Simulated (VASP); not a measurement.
# AgCl (I-4m2) in VASP: a series of runs

AgCl is run at these levels: PBE; tasks: single point, relaxation of cell and atoms.

All numbers are computed with VASP 6.6.1; they aren't measurements. Logs are shortened: lines on timing, memory, paths and dates and some standing lists are left out, and cuts for length are marked.

**1. The cell of the first run**

Symmetry: I-4m2, No. 119, tetragonal system. The conventional cell has a = 4.790 Å, b = 4.790 Å, c = 2.615 Å, α = 90.00°, β = 90.00°, γ = 90.00°. Ag (site symmetry -4m2) has 8 Cl at 2.48 to 3.10 Å and 2 Ag at 2.62 Å within 3.3 Å. Cl (site symmetry -4m2) has 8 Ag at 2.48 to 3.10 Å and 2 Cl at 2.62 Å within 3.3 Å.

**2. Single point, PBE**

INCAR

```
SYSTEM = AgCl
PREC = Accurate ; ENCUT = 520
EDIFF = 1E-7 ; ISMEAR = 0
SIGMA = 0.1 ; LREAL = .False.
LASPH = .True. ; NELM = 80
ALGO = Normal ; ISIF = 2
LWAVE = .False. ; LCHARG = .False.
GGA = PE ; NBANDS = 16
```

KPOINTS

```
Automatic mesh
0
Gamma
  8 8 8
  0 0 0
```

POSCAR

```
AgCl
1.0
   -2.3952455600      2.3952455600      1.3075368400
    2.3952455600     -2.3952455600      1.3075368400
    2.3952455600      2.3952455600     -1.3075368400
Ag Cl
1 1
Direct
    0.0000000000      0.0000000000      0.0000000000
    0.2500000000      0.7500000000      0.5000000000
```

Potentials or basis: VASP PAW PBE potentials, release 64 (Ag, Cl).

Command:

```
$ cat potpaw_PBE.64/Ag/POTCAR potpaw_PBE.64/Cl/POTCAR > POTCAR
$ mpirun -np 1 vasp_std > vasp.out
```

OUTCAR:

```text
SYSTEM = AgCl
   PREC = Accurate
   ENCUT = 520
   EDIFF = 1E-7
   ISMEAR = 0
   LREAL = .False.
   LASPH = .True.
   NELM = 80
   ISIF = 2
   GGA = PE

 ion  position               nearest neighbor table
   1  0.000  0.000  0.000-   2 2.48   2 2.48   2 2.48   2 2.48   2 3.10   2 3.10   2 3.10   2 3.10

   2  0.250  0.750  0.500-   1 2.48   1 2.48   1 2.48   1 2.48   1 3.10   1 3.10   1 3.10   1 3.10

  LATTYP: Found a body centered tetragonal cell.
 ALAT       =     4.7904911200
 C/A-ratio  =     0.5458884307

  Lattice vectors:

 A1 = (  -2.3952455600,   2.3952455600,   1.3075368400)
 A2 = (   2.3952455600,  -2.3952455600,   1.3075368400)
 A3 = (   2.3952455600,   2.3952455600,  -1.3075368400)

Analysis of symmetry for initial positions (statically):
=====================================================================
 Subroutine PRICEL returns:
 Original cell was already a primitive cell.

 Routine SETGRP: Setting up the symmetry group for a
 body centered tetragonal supercell.

 Subroutine GETGRP returns: Found  8 space group operations
 (whereof  8 operations were pure point group operations)
 out of a pool of 16 trial point group operations.

The static configuration has the point symmetry D_2d.

Analysis of symmetry for dynamics (positions and initial velocities):
=====================================================================
 Subroutine PRICEL returns:
 Original cell was already a primitive cell.

 Routine SETGRP: Setting up the symmetry group for a
 body centered tetragonal supercell.

 Subroutine GETGRP returns: Found  8 space group operations
 (whereof  8 operations were pure point group operations)
 out of a pool of 16 trial point group operations.

The dynamic configuration has the point symmetry D_2d.

 Subroutine INISYM returns: Found  8 space group operations
 (whereof  8 operations are pure point group operations),
 and found     1 'primitive' translations

----------------------------------------------------------------------------------------

                                     Primitive cell

  volume of cell :      30.0064

  direct lattice vectors                    reciprocal lattice vectors
    -2.395245560  2.395245560  1.307536840     0.000000000  0.208746864  0.382398403
     2.395245560 -2.395245560  1.307536840     0.208746864  0.000000000  0.382398403
     2.395245560  2.395245560 -1.307536840     0.208746864  0.208746864  0.000000000

  length of vectors
     3.630985427  3.630985427  3.630985427     0.435664771  0.435664771  0.295212647

  position of ions in fractional coordinates (direct lattice)
     0.000000000  0.000000000  0.000000000
     0.250000000  0.750000000  0.500000000

  ion indices of the primitive-cell ions
   primitive index   ion index
                 1           1
                 2           2

----------------------------------------------------------------------------------------

 KPOINTS: Automatic mesh

Automatic generation of k-mesh.
 Grid dimensions read from file:
 generate k-points for:    8    8    8

 Generating k-lattice:

  Cartesian coordinates                     Fractional coordinates (reciprocal lattice)
     0.000000000  0.026093358  0.047799800     0.125000000  0.000000000  0.000000000
     0.026093358  0.000000000  0.047799800     0.000000000  0.125000000  0.000000000
     0.026093358  0.026093358  0.000000000     0.000000000  0.000000000  0.125000000

  Length of vectors
     0.054458096  0.054458096  0.036901581

  Shift w.r.t. Gamma in fractional coordinates (k-lattice)
     0.000000000  0.000000000  0.000000000

 Subroutine IBZKPT returns following result:
 ===========================================

 Found     59 irreducible k-points:

 Following reciprocal coordinates:
            Coordinates               Weight
  0.000000  0.000000  0.000000      1.000000
  0.125000  0.000000 -0.000000      8.000000
  0.250000  0.000000 -0.000000      8.000000
  0.375000  0.000000  0.000000      8.000000
  0.500000  0.000000 -0.000000      4.000000
  0.125000  0.125000 -0.000000      8.000000
[... 16 lines left out ...]
  0.250000  0.125000  0.125000     16.000000
  0.375000  0.125000  0.125000      8.000000
 [... further k-points ...]
   k-points           NKPTS =     59   k-points in BZ     NKDIM =     59   number of bands    NBANDS=     16
   number of dos      NEDOS =    301   number of ions     NIONS =      2
   total plane-waves  NPLWV =  21952
   dimension x,y,z NGX =    28 NGY =   28 NGZ =   28
   dimension x,y,z NGXF=    56 NGYF=   56 NGZF=   56
   ions per type =               1   1
   NGX,Y,Z   is equivalent  to a cutoff of  12.82, 12.82, 12.82 a.u.
   NGXF,Y,Z  is equivalent  to a cutoff of  25.64, 25.64, 25.64 a.u.
 SYSTEM =  AgCl
   PREC   = accura    normal or accurate (medium, high low for compatibility)
   ISTART =      0    job   : 0-new  1-cont  2-samecut
   ICHARG =      2    charge: 1-file 2-atom 10-const
   ISPIN  =      1    spin polarized calculation?
[... 115 lines left out ...]
      6       5.1306      2.00000
[... 8 lines left out ...]
     15      23.2198      0.00000
     16      24.1573      0.00000

 k-point     6 :       0.1250    0.1250   -0.0000
  band No.  band energies     occupation
      1      -7.8979      2.00000
      2       3.0152      2.00000
      3       3.0860      2.00000
      4       4.2412      2.00000
      5       4.4187      2.00000
      6       4.5497      2.00000
[... 8 lines left out ...]
     15      23.7334      0.00000
     16      24.7182      0.00000

 k-point     7 :       0.2500    0.1250   -0.0000
  band No.  band energies     occupation
      1      -6.9844      2.00000
      2       1.8976      2.00000
      3       2.7419      2.00000
      4       3.5875      2.00000
      5       4.5635      2.00000
      6       4.8112      2.00000
[... 8 lines left out ...]
     15      23.1626      0.00000
     16      25.7766      0.00000

 k-point     8 :       0.3750    0.1250    0.0000
  band No.  band energies     occupation
      1      -6.4393      2.00000
      2       1.1943      2.00000
      3       2.5479      2.00000
      4       3.2186      2.00000
      5       4.3825      2.00000
      6       5.0903      2.00000
[... 8 lines left out ...]
     15      23.2061      0.00000
     16      24.1479      0.00000

 k-point     9 :       0.5000    0.1250   -0.0000
  band No.  band energies     occupation
      1      -6.8055      2.00000
      2       1.8665      2.00000
      3       2.4931      2.00000
      4       3.0623      2.00000
      5       4.5761      2.00000
      6       5.0023      2.00000
[... 8 lines left out ...]
     15      23.4476      0.00000
     16      24.8210      0.00000
[... 172 lines left out ...]
 k-point    19 :       0.5000    0.3750    0.0000
  band No.  band energies     occupation
      1      -8.0230      2.00000
      2       0.7425      2.00000
      3       2.2808      2.00000
      4       3.3210      2.00000
      5       5.0613      2.00000
      6       5.3955      2.00000
[... 8 lines left out ...]
     15      23.7012      0.00000
     16      24.8440      0.00000

 k-point    20 :      -0.3750    0.3750    0.0000
  band No.  band energies     occupation
      1      -8.3146      2.00000
      2       0.7058      2.00000
      3       2.2687      2.00000
      4       2.9379      2.00000
      5       5.1798      2.00000
      6       5.6222      2.00000
[... 8 lines left out ...]
     15      24.8443      0.00000
     16      26.1393      0.00000

 k-point    21 :       0.5000    0.5000   -0.0000
  band No.  band energies     occupation
      1      -8.2084      2.00000
      2       0.3415      2.00000
      3       2.1288      2.00000
      4       2.9250      2.00000
      5       5.4045      2.00000
      6       5.5571      2.00000
[... 8 lines left out ...]
     15      24.9993      0.00000
     16      25.5998      0.00000

 k-point    22 :       0.1250    0.1250    0.1250
  band No.  band energies     occupation
      1      -7.7186      2.00000
      2       2.2933      2.00000
      3       2.7344      2.00000
      4       4.3675      2.00000
      5       4.4605      2.00000
      6       4.8592      2.00000
[... 8 lines left out ...]
     15      22.8137      0.00000
     16      24.9056      0.00000

 k-point    23 :       0.2500    0.1250    0.1250
  band No.  band energies     occupation
      1      -6.8488      2.00000
      2       1.8604      2.00000
      3       2.4967      2.00000
      4       3.6332      2.00000
      5       4.3815      2.00000
      6       4.7088      2.00000
[... 8 lines left out ...]
     15      23.0564      0.00000
     16      24.4413      0.00000

 k-point    24 :       0.3750    0.1250    0.1250
  band No.  band energies     occupation
      1      -6.4085      2.00000
      2       1.2420      2.00000
      3       2.6207      2.00000
      4       3.3624      2.00000
      5       4.3318      2.00000
      6       4.7346      2.00000
[... 8 lines left out ...]
     15      22.0667      0.00000
     16      25.1133      0.00000

 [... further k-points ...]

------------------------ aborting loop because EDIFF is reached ----------------------------------------

  FORCE on cell =-STRESS in cart. coord.  units (eV):
  Direction    XX          YY          ZZ          XY          YZ          ZX
  --------------------------------------------------------------------------------------
  -------------------------------------------------------------------------------------
  Total        5.0189224      5.0189224     12.4182704      0.0000000      0.0000000      0.0000000
  in kB      267.9828778    267.9828778    663.0674057      0.0000000      0.0000000      0.0000000
  external PRESSURE =     399.6777204 kB  Pullay stress =       0.0000000 kB

 VOLUME and BASIS-vectors are now :
 -----------------------------------------------------------------------------
  energy-cutoff  :      520.00
  volume of cell :       30.01
      direct lattice vectors                 reciprocal lattice vectors
    -2.395245560  2.395245560  1.307536840     0.000000000  0.208746864  0.382398403
     2.395245560 -2.395245560  1.307536840     0.208746864  0.000000000  0.382398403
     2.395245560  2.395245560 -1.307536840     0.208746864  0.208746864  0.000000000

 POSITION                                       TOTAL-FORCE (eV/Angst)
 -----------------------------------------------------------------------------------
      0.00000      0.00000      0.00000        -0.000000      0.000000     -0.000000
      2.39525      0.00000      0.65377         0.000000     -0.000000      0.000000
 -----------------------------------------------------------------------------------
    total drift:                                0.000000     -0.000000     -0.000000

  FREE ENERGIE OF THE ION-ELECTRON SYSTEM (eV)
  ---------------------------------------------------
  free  energy   TOTEN  =        -3.7588021937 eV

  energy  without entropy=       -3.7571922194  energy(sigma->0) =       -3.75799721
```

Run time: 45 s. Hardware: 1 thread of Intel Xeon Platinum 8259CL at 2.50GHz (Skylake/Cascade Lake), shared host; peak memory 0.17 GiB.

What came out:

```yaml
Free_energy: -3.7588 eV
Pressure: 40.0 GPa
Band_gap_on_the_k_mesh: 0.05 eV, indirect (least direct gap 0.17 eV)
```

Levels at points of the mesh, in eV from the valence-band top:
```
           k point  band 5  band 6  band 7  band 8  band 9  band 10  band 11  band 12  band 13  band 14
(0.00, 0.00, 0.00)   -5.48   -4.98   -3.43   -3.43   -0.65     0.05     7.42    10.16    12.00    12.00
(0.50, 0.00, 0.00)   -5.05   -4.32   -3.03   -2.86   -2.26     2.70     5.64     7.41    10.32    12.55
(0.50, 0.50, 0.00)   -4.05   -3.89   -3.67   -0.92   -0.45     3.02     5.55     6.36    10.21    14.53
(0.50, 0.50, 0.50)   -4.13   -3.74   -3.61   -3.61   -1.16     0.21     8.31     9.77     9.77    14.58
```

**3. Single point, PBE**

This run uses another cell than the first one, of 27.43 Å³/atom, 1.828 times its volume.

INCAR

```
SYSTEM = AgCl
PREC = Accurate
ENCUT = 520
EDIFF = 1E-6
ISMEAR = 0
SIGMA = 0.1
LREAL = .False.
LASPH = .True.
NELM = 80
ALGO = Normal
ISIF = 2
LWAVE = .False.
LCHARG = .True.
GGA = PE
LELF = .True.
LVHAR = .True.
NBANDS = 16
```

KPOINTS

```
regular mesh
0
Gamma
  8 8 8
  0 0 0
```

POSCAR

```
AgCl
1.0
   -2.2333800423      2.2333800423      2.7493374078
    2.2333800423     -2.2333800423      2.7493374078
    2.2333800423      2.2333800423     -2.7493374078
Ag Cl
1 1
Direct
    0.0000000000      0.0000000000      0.0000000000
    0.2500000000      0.7500000000      0.5000000000
```

Potentials or basis: VASP PAW PBE potentials, release 64 (Ag, Cl).

Command:

```
$ cat potpaw_PBE.64/Ag/POTCAR potpaw_PBE.64/Cl/POTCAR > POTCAR
$ mpirun -np 1 vasp_std > vasp.out
```

Run time: 52 s. Hardware: 1 thread of Intel Xeon Platinum 8259CL at 2.50GHz (Skylake/Cascade Lake), shared host; peak memory 0.2 GiB.

Results (log left out):

```
Free energy            : -5.4464 eV
Pressure               : 0.0 GPa
Band gap on the k mesh : 1.22 eV, direct
```

Stress tensor (GPa, compression positive):
```
-0.14  0.00  0.00
 0.00 -0.14  0.00
 0.00  0.00  0.25
```

Levels at points of the mesh, in eV from the valence-band top:
```csv
k point,band 7,band 8,band 9,band 10,band 11,band 12
"(0.00, 0.00, 0.00)",-0.14,-0.14,0.00,1.22,8.14,8.14
"(0.50, 0.00, 0.00)",-1.93,-0.65,-0.55,3.65,6.62,7.97
"(0.50, 0.50, 0.00)",-1.71,-1.53,-1.09,4.87,5.48,8.48
"(0.50, 0.50, 0.50)",-1.49,-1.34,-1.34,4.79,4.87,9.39
```

PBE gaps usually lie below the measured ones, often by a third to a half.

**4. Relaxation of cell and atoms, PBE**

INCAR

```
SYSTEM = AgCl
PREC = Accurate
ENCUT = 600
EDIFF = 1E-6
ISMEAR = 0
SIGMA = 0.1
LREAL = .False.
LASPH = .True.
NELM = 100
ALGO = Normal
ISIF = 3
LWAVE = .False.
LCHARG = .False.
GGA = PE
IBRION = 2
NSW = 90
EDIFFG = -0.04
```

KPOINTS

```
Automatic mesh
0
Gamma
  8 8 8
  0 0 0
```

POSCAR

```
AgCl
1.0
   -2.3952455600      2.3952455600      1.3075368400
    2.3952455600     -2.3952455600      1.3075368400
    2.3952455600      2.3952455600     -1.3075368400
Ag Cl
1 1
Direct
    0.0000000000      0.0000000000      0.0000000000
    0.2500000000      0.7500000000      0.5000000000
```

Command:

```
$ cat potpaw_PBE.64/Ag/POTCAR potpaw_PBE.64/Cl/POTCAR > POTCAR
$ mpirun -np 1 vasp_std > vasp.out
```

Wall time 6.4 min (1 thread of Intel Xeon Platinum 8259CL at 2.50GHz (Skylake/Cascade Lake), shared host); peak memory 0.19 GiB.

It converged, with:

```yaml
Free_energy: -5.3628 eV
Relaxed_volume: 23.96 Å³/atom
Relaxed_cell: a = 3.991 Å, b = 3.991 Å, c = 3.991 Å, α = 105.00°, β = 105.00°, γ = 118.85°
Space_group_after_relaxing_to_0.05_Å: I-4m2 (No. 119)
Energy_gained_by_relaxing: 801.8 meV/atom
Ionic_steps: 13
Pressure_after_relaxing: 0.2 GPa
Band_gap_on_the_k_mesh: 1.16 eV, indirect (least direct gap 1.36 eV)
```

Step by step:
| step | energy change (eV) | largest force (eV/Å) | pressure (GPa) | volume (Å³) |
| --- | --- | --- | --- | --- |
| 1 | 0.0000 | 0.0000 | 39.99 | 30.01 |
| 2 | -1.3948 | 0.0000 | -3.89 | 49.02 |
| 3 | -1.4236 | 0.0000 | -0.43 | 43.41 |
| 4 | -1.4288 | 0.0000 | -2.13 | 45.59 |
| 5 | -1.4296 | 0.0000 | -1.93 | 45.24 |
| 6 | -1.5168 | 0.0000 | -0.30 | 44.06 |
| 7 | -1.5483 | 0.0000 | 2.39 | 42.63 |
| 8 | -1.5759 | 0.0000 | 1.01 | 44.48 |
| 9 | -1.5916 | 0.0000 | -0.38 | 46.95 |
| 10 | -1.5928 | 0.0000 | -0.81 | 47.84 |
| 11 | -1.6017 | 0.0000 | -0.20 | 47.91 |
| 12 | -1.6036 | 0.0000 | 0.25 | 47.92 |
| 13 | -1.6036 | 0.0000 | 0.23 | 47.92 |

Final structure:
```yaml
crystal:
  lattice:
    - [-2.42938, 2.42938, 2.02990]
    - [2.42938, -2.42938, 2.02990]
    - [2.42938, 2.42938, -2.02990]
  atoms:
    - { symbol: Ag, position: [0.00000, 0.00000, 0.00000] }
    - { symbol: Cl, position: [0.25000, 0.75000, 0.50000] }
```

Levels at points of the mesh, in eV from the valence-band top:
```
           k point  band 6  band 7  band 8  band 9  band 10  band 11  band 12  band 13
(0.00, 0.00, 0.00)   -2.06   -0.60   -0.60   -0.20     1.16     9.90    10.33    10.79
(0.50, 0.00, 0.00)   -1.87   -1.65   -0.81   -0.46     3.52     7.08     7.39    10.22
(0.50, 0.50, 0.00)   -2.12   -1.76   -1.57   -0.16     5.12     5.88    10.17    10.50
(0.50, 0.50, 0.50)   -1.66   -1.50   -1.50   -1.01     3.26     5.84     9.90     9.90
```

Caveat: the volume moved by over 15 % at a fixed basis, so the end points are rough. A k mesh can miss the band edges.

**5. Relaxation of cell and atoms, PBE**

This run uses another cell than the first one, of 27.43 Å³/atom, 1.828 times its volume.

INCAR

```
SYSTEM = AgCl
ALGO = Normal
EDIFF = 1E-6
EDIFFG = -0.01
ENCUT = 600
GGA = PE
IBRION = 2
ISIF = 3
ISMEAR = 0
LASPH = .True.
LCHARG = .False.
LREAL = .False.
LWAVE = .False.
NELM = 60
NSW = 100
PREC = Accurate
SIGMA = 0.02
```

KPOINTS

```
k-points
0
Gamma
  8 8 8
  0 0 0
```

POSCAR

```
AgCl
1.0
   -2.2333800423      2.2333800423      2.7493374078
    2.2333800423     -2.2333800423      2.7493374078
    2.2333800423      2.2333800423     -2.7493374078
Ag Cl
1 1
Direct
    0.0000000000      0.0000000000      0.0000000000
    0.2500000000      0.7500000000      0.5000000000
```

Command:

```
$ cat potpaw_PBE.64/Ag/POTCAR potpaw_PBE.64/Cl/POTCAR > POTCAR
$ mpirun -np 1 vasp_std > vasp.out
```

Run time: 3.6 min. Hardware: 1 thread of Intel Xeon Platinum 8259CL at 2.50GHz (Skylake/Cascade Lake), shared host; peak memory 0.25 GiB.

The run converged. Its results:

| Item | Value |
| --- | --- |
| Free energy | -5.4524 eV |
| Relaxed volume | 27.71 Å³/atom |
| Relaxed cell | a = 4.284 Å, b = 4.284 Å, c = 4.284 Å, α = 120.23°, β = 120.23°, γ = 89.60° |
| Space group after relaxing (to 0.05 Å) | F-43m (No. 216) |
| Energy gained by relaxing | 3.0 meV/atom |
| Ionic steps | 8 |
| Pressure after relaxing | 0.0 GPa |
| Band gap on the k mesh | 1.29 eV, direct |

Step by step:
| step | energy change (eV) | largest force (eV/Å) | pressure (GPa) | volume (Å³) |
| --- | --- | --- | --- | --- |
| 1 | 0.0000 | 0.0000 | 0.01 | 54.85 |
| 2 | -0.0003 | 0.0000 | 0.01 | 54.87 |
| 3 | -0.0011 | 0.0000 | 0.04 | 54.91 |
| 4 | -0.0025 | 0.0000 | 0.07 | 54.97 |
| 5 | -0.0046 | 0.0000 | 0.14 | 55.06 |
| 6 | -0.0058 | 0.0000 | 0.20 | 55.10 |
| 7 | -0.0051 | 0.0000 | -0.36 | 56.12 |
| 8 | -0.0060 | 0.0000 | 0.02 | 55.42 |

Final structure:
```yaml
crystal:
  lattice:
    - [-2.13470, 2.13470, 3.04013]
    - [2.13470, -2.13470, 3.04013]
    - [2.13470, 2.13470, -3.04013]
  atoms:
    - { symbol: Ag, position: [0.00000, 0.00000, 0.00000] }
    - { symbol: Cl, position: [0.25000, 0.75000, 0.50000] }
```

Levels at points of the mesh, in eV from the valence-band top:
| k point | band 6 | band 7 | band 8 | band 9 | band 10 | band 11 | band 12 | band 13 |
| --- | --- | --- | --- | --- | --- | --- | --- | --- |
| (0.00, 0.00, 0.00) | -2.02 | -0.01 | 0.00 | 0.00 | 1.29 | 8.11 | 8.11 | 8.11 |
| (0.50, 0.00, 0.00) | -1.97 | -1.89 | -0.55 | -0.54 | 3.74 | 6.65 | 8.43 | 8.48 |
| (0.50, 0.50, 0.00) | -1.89 | -1.64 | -1.29 | -1.27 | 4.87 | 5.34 | 8.69 | 10.56 |
| (0.50, 0.50, 0.50) | -1.89 | -1.65 | -1.28 | -1.28 | 4.87 | 5.37 | 8.65 | 10.56 |

A k mesh can miss the band edges.

**6. Summary**

| task | cell | cutoff (eV) | smearing | gap on the mesh (eV) | pressure (GPa) | relaxed volume (Å³/atom) |
| --- | --- | --- | --- | --- | --- | --- |
| single point | a = 3.631 Å, angles 97.5, 97.5, 137.8°, 2 atoms | 520 | gaussian 0.1 eV | 0.05 | 40.0 | - |
| single point | a = 4.187 Å, angles 115.5, 115.5, 97.9°, 2 atoms | 520 | gaussian 0.1 eV | 1.22 | 0.0 | - |
| relaxation of cell and atoms | relaxed from a = 3.631 Å, angles 97.5, 97.5, 137.8°, 2 atoms | 600 | gaussian 0.1 eV | 1.16 | 0.2 | 23.96 |
| relaxation of cell and atoms | relaxed from a = 4.187 Å, angles 115.5, 115.5, 97.9°, 2 atoms | 600 | gaussian 0.02 eV | 1.29 | 0.0 | 27.71 |

Alike in all rows: level PBE; potentials or basis VASP PAW PBE potentials, release 64 (Ag, Cl); no spin polarisation; k mesh 8 × 8 × 8.

Caveats: the volume moved by over 15 % at a fixed basis, so the end points are rough (some runs).

Total energies depend on the potentials used, so only differences within one code and one set of settings carry meaning.
